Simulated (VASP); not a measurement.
The system is TePb.

```
Pb Te
1.0
     0.00000    3.26784    3.26784
     3.26784    0.00000    3.26784
     3.26784    3.26784    0.00000
Pb Te
1 1
Direct
  0.00000 0.00000 0.00000
  0.50000 0.50000 0.50000
```

Base run:

| Property | Result |
| --- | --- |
| Program | VASP 6.6.1 |
| Functional | PBE |
| Potentials or basis | VASP PAW PBE potentials, release 64 (Pb_d, Te) |
| Cutoff | 520 eV |
| k mesh | 6 × 6 × 6 |
| Occupations | gaussian, width 0.01 eV |
| Spin | no spin polarisation |

Its results: band gap on the k mesh 0.80 eV, direct; pressure 0.6 GPa.

Question: The run is repeated on the same cell with these changes: dispersion from none to D4. What comes out?

Answer: Band gap on the k mesh 0.80 eV, direct; pressure -0.9 GPa.

Dispersion adds attraction, which lowers the pressure at fixed volume and, as a term added to the energy, leaves the levels alone.

Caveats: spin-orbit coupling is left out, which moves the levels of the heavy elements.

A k mesh can miss the band edges.
